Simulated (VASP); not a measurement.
# FeCuSO (P4/nmm) in VASP: settings compared, part 2 of 2

VASP 6.6.1. Earlier steps stand in the parts before.

**3. Single point, PBE+D3(BJ)**

INCAR

```
ALGO = Normal
EDIFF = 1E-6
ENCUT = 520
GGA = PE
ISIF = 2
ISMEAR = -1
IVDW = 12
LASPH = True
LCHARG = False
LREAL = False
LWAVE = False
NBANDS = 41
NELM = 80
PREC = Accurate
SIGMA = 0.1
```

KPOINTS

```
k-points
0
Gamma
  5 5 2
```

POSCAR

```
FeCuSO
1.0
    3.7863880000      0.0000000000      0.0000000000
    0.0000000000      3.7863880000      0.0000000000
    0.0000000000      0.0000000000      8.5646720000
Cu S Fe O
2 2 2 2
Direct
    0.7500000000      0.2500000000      0.5000000000
    0.2500000000      0.7500000000      0.5000000000
    0.2500000000      0.2500000000      0.3442000000
    0.7500000000      0.7500000000      0.6558000000
    0.2500000000      0.7500000000      0.0000000000
    0.7500000000      0.2500000000      0.0000000000
    0.2500000000      0.2500000000      0.9256000000
    0.7500000000      0.7500000000      0.0744000000
```

Potentials or basis: VASP PAW PBE potentials, release 64 (Cu, S, Fe, O).

The run is started by

```
$ cat potpaw_PBE.64/Cu/POTCAR potpaw_PBE.64/S/POTCAR potpaw_PBE.64/Fe/POTCAR potpaw_PBE.64/O/POTCAR > POTCAR
$ mpirun -np 1 vasp_std > vasp.out
```

OUTCAR:

```text
EDIFF = 1E-6
   ENCUT = 520
   GGA = PE
   ISIF = 2
   ISMEAR = -1
   IVDW = 12
   LASPH = True
   LREAL = False
   NELM = 80
   PREC = Accurate
 IVDW          = 12

 ion  position               nearest neighbor table
   1  0.750  0.250  0.500-   3 2.32   4 2.32   4 2.32   3 2.32   2 2.68   2 2.68   2 2.68   2 2.68

   2  0.250  0.750  0.500-   3 2.32   4 2.32   3 2.32   4 2.32   1 2.68   1 2.68   1 2.68   1 2.68

   3  0.250  0.250  0.344-   1 2.32   2 2.32   2 2.32   1 2.32
   4  0.750  0.750  0.656-   1 2.32   2 2.32   1 2.32   2 2.32
   5  0.250  0.750  0.000-   7 2.00   8 2.00   7 2.00   8 2.00   6 2.68   6 2.68   6 2.68   6 2.68

   6  0.750  0.250  0.000-   7 2.00   8 2.00   8 2.00   7 2.00   5 2.68   5 2.68   5 2.68   5 2.68

   7  0.250  0.250  0.926-   5 2.00   6 2.00   5 2.00   6 2.00
   8  0.750  0.750  0.074-   5 2.00   6 2.00   6 2.00   5 2.00

  LATTYP: Found a simple tetragonal cell.
 ALAT       =     3.7863880000
 C/A-ratio  =     2.2619636445

  Lattice vectors:

 A1 = (   3.7863880000,   0.0000000000,   0.0000000000)
 A2 = (   0.0000000000,   3.7863880000,   0.0000000000)
 A3 = (   0.0000000000,   0.0000000000,   8.5646720000)

Analysis of symmetry for initial positions (statically):
=====================================================================
 Subroutine PRICEL returns:
 Original cell was already a primitive cell.

 Routine SETGRP: Setting up the symmetry group for a
 simple tetragonal supercell.

 Subroutine GETGRP returns: Found 16 space group operations
 (whereof  4 operations were pure point group operations)
 out of a pool of 16 trial point group operations.

The static configuration has the point symmetry C_2h.
 The point group associated with its full space group is D_4h.

Analysis of symmetry for dynamics (positions and initial velocities):
=====================================================================
 Subroutine PRICEL returns:
[... 131 lines left out ...]
  Fermi-wavevector in a.u.,A,eV,Ry     =   1.303622  2.463489 23.122159  1.699431
  Thomas-Fermi vector in A             =   2.434612
   LORBIT       =      0    0 simple, 1 ext, 2 COOP (PROOUT), +10 PAW based schemes
   GGA     = PE    functional components
   LHFCALC =     F    Hartree Fock is set to
   AEXX    =    0.0000 exact exchange contribution
   IVDW    =    12    specifies the selected vdW correction
   LEPSILON=     F    determine dielectric tensor
   LRPA    =     F    only Hartree local field effects (RPA)
 non-spin polarized calculation
  energy-cutoff  :      520.00
  volume of cell :      122.79
 maximum number of plane-waves:      3324
   NGX = 15   NGY = 15   NGZ = 31

 number of electron      61.9999987 magnetization

 Free energy of the ion-electron system (eV)
  ---------------------------------------------------
  ext. energy  EPLUGINS =         0.00000000
  ---------------------------------------------------
  free energy    TOTEN  =       -43.64436167 eV

  energy without entropy =      -43.22628209  energy(sigma->0) =      -43.43532188

 E-fermi :   3.7290     XC(G=0): -10.2529

 val. band max:        3.7014157879   @ k =   0.0000   0.0000   0.0000
 cond. band min:       3.7340008439   @ k =   0.4000   0.4000   0.5000
 fundamental gap:      0.0325850560
 Fermi energy:         3.7290119751

 k-point     1 :       0.0000    0.0000    0.0000
  band No.  band energies     occupation
      1     -16.1550      2.00000
      2     -15.5001      2.00000
      3      -9.8392      2.00000
      4      -8.8599      2.00000
      5      -1.9808      2.00000
      6      -1.9808      2.00000
[... 517 lines left out ...]
     40       9.2555      0.00000
     41      10.0911      0.00000

------------------------ aborting loop because EDIFF is reached ----------------------------------------

 Edisp (eV)   -1.99446

 E8    (eV) :    -0.7809

  FORCE on cell =-STRESS in cart. coord.  units (eV):
  Direction    XX          YY          ZZ          XY          YZ          ZX
  --------------------------------------------------------------------------------------
  -------------------------------------------------------------------------------------
  Total      -9.86217    -9.86217    -4.35147     0.00000     0.00000    -0.00000
  in kB    -128.68334  -128.68334   -56.77871     0.00000     0.00000    -0.00000
  external pressure =     -104.72 kB  Pullay stress =        0.00 kB

 VOLUME and BASIS-vectors are now :
 -----------------------------------------------------------------------------
  energy-cutoff  :      520.00
  volume of cell :      122.79
      direct lattice vectors                 reciprocal lattice vectors
     3.786388000  0.000000000  0.000000000     0.264103943  0.000000000  0.000000000
     0.000000000  3.786388000  0.000000000     0.000000000  0.264103943  0.000000000
     0.000000000  0.000000000  8.564672000     0.000000000  0.000000000  0.116758704

 POSITION                                       TOTAL-FORCE (eV/Angst)
 -----------------------------------------------------------------------------------
      2.83979      0.94660      4.28234        -0.000000     -0.000000      0.000000
      0.94660      2.83979      4.28234         0.000000      0.000000      0.000000
      0.94660      0.94660      2.94796         0.000000      0.000000     -0.175441
      2.83979      2.83979      5.61671         0.000000      0.000000      0.175441
      0.94660      2.83979      0.00000         0.000000      0.000000      0.000000
      2.83979      0.94660      0.00000         0.000000      0.000000     -0.000000
      0.94660      0.94660      7.92746        -0.000000      0.000000      0.754935
      2.83979      2.83979      0.63721        -0.000000     -0.000000     -0.754935
 -----------------------------------------------------------------------------------
    total drift:                                0.000000      0.000000     -0.000000

  FREE ENERGIE OF THE ION-ELECTRON SYSTEM (eV)
  ---------------------------------------------------
  free  energy   TOTEN  =       -45.6388212719 eV

  energy  without entropy=      -45.2207416896  energy(sigma->0) =      -45.42978148
```

It took 64 s on 1 thread of Intel Xeon Platinum 8488C (Sapphire Rapids), shared host; peak memory 0.25 GiB.

Results:

```yaml
Free_energy: -45.6388 eV
Pressure: -10.5 GPa
Largest_force: 0.755 eV/Å
Band_gap_on_the_k_mesh: zero (band 31 reaches 4.16 eV, above the bottom of band 32 at 3.47 eV)
Dispersion_energy_per_atom: -0.249 eV
```

Forces in eV/Å, atoms in the order of the input:
```
Cu   0.000  0.000  0.000
Cu   0.000  0.000  0.000
S    0.000  0.000 -0.175
S    0.000  0.000  0.175
Fe   0.000  0.000  0.000
Fe   0.000  0.000  0.000
O    0.000  0.000  0.755
O    0.000  0.000 -0.755
```

Caveat: the k points lie up to 0.37 Å⁻¹ apart; the run has no spin polarisation, though such a crystal can be magnetic; semilocal functionals often make such compounds metallic where correlation or magnetic order opens a gap, which also shifts bond lengths; pairwise dispersion overbinds metals, which lowers pressure and volume. Spin polarisation is off, so any magnetic state and its effect on volume and gap are missing.

**4. Single point, PBE**

INCAR

```
SYSTEM = FeCuSO
ALGO = Normal ; EDIFF = 1E-7
ENCUT = 520 ; GGA = PE
ISIF = 2 ; ISMEAR = -1
LASPH = .True. ; LCHARG = .False.
LREAL = .False. ; LWAVE = .False.
NBANDS = 41 ; NELM = 100
PREC = Accurate ; SIGMA = 0.1
```

KPOINTS

```
k-points
0
Gamma
  8 8 3
  0 0 0
```

POSCAR is that of step 3.

The run is started by

```
$ cat potpaw_PBE.64/Cu/POTCAR potpaw_PBE.64/S/POTCAR potpaw_PBE.64/Fe/POTCAR potpaw_PBE.64/O/POTCAR > POTCAR
$ mpirun -np 1 vasp_std > vasp.out
```

It took 2.7 min on 1 thread of Intel Xeon Platinum 8488C (Sapphire Rapids), shared host; peak memory 0.3 GiB.

The run converged. Its results:

```yaml
Free_energy: -43.6344 eV
Pressure: -7.7 GPa
Largest_force: 0.703 eV/Å
Band_gap_on_the_k_mesh: zero (band 31 reaches 4.14 eV, above the bottom of band 32 at 3.38 eV)
```

Forces in eV/Å, atoms in the order of the input:
```
Cu   0.000  0.000  0.000
Cu   0.000  0.000  0.000
S    0.000  0.000 -0.201
S    0.000  0.000  0.201
Fe   0.000  0.000  0.000
Fe   0.000  0.000  0.000
O    0.000  0.000  0.703
O    0.000  0.000 -0.703
```

Stress tensor (GPa, compression positive):
```
-10.15   0.00   0.00
  0.00 -10.15   0.00
  0.00   0.00  -2.71
```

Levels at points of the mesh, in eV from the Fermi level:
```csv
k point,band 27,band 28,band 29,band 30,band 31,band 32,band 33,band 34
"(0.00, 0.00, 0.00)",-0.05,-0.03,-0.03,0.16,0.16,0.34,0.34,0.67
"(0.50, 0.00, 0.00)",-0.21,-0.21,0.00,0.00,0.04,0.04,0.59,0.59
"(0.50, 0.50, 0.00)",-0.63,-0.63,-0.63,-0.63,-0.24,-0.24,-0.13,-0.13
```

Caveat: the run has no spin polarisation, though such a crystal can be magnetic; semilocal functionals often make such compounds metallic where correlation or magnetic order opens a gap, which also shifts bond lengths. Spin polarisation is off, so any magnetic state and its effect on volume and gap are missing.

**5. The runs side by side**

```tsv
level	k mesh	gap on the mesh (eV)	pressure (GPa)	largest force (eV/Å)
PBE	5 × 5 × 2	none	-7.7	0.77
PBE+D3(BJ)	5 × 5 × 2	none	-10.5	0.75
PBE	8 × 8 × 3	none	-7.7	0.70
```

Alike in all rows: task single point; potentials or basis VASP PAW PBE potentials, release 64 (Cu, S, Fe, O); no spin polarisation; cell as given; cutoff (eV) 520; smearing fermi-dirac 0.1 eV.

Caveats: some runs use coarse meshes; the run has no spin polarisation, though such a crystal can be magnetic; semilocal functionals often make such compounds metallic where correlation or magnetic order opens a gap, which also shifts bond lengths; pairwise dispersion overbinds metals, which lowers pressure and volume (some runs).

Absolute energies hang on the potentials; compare differences alone.
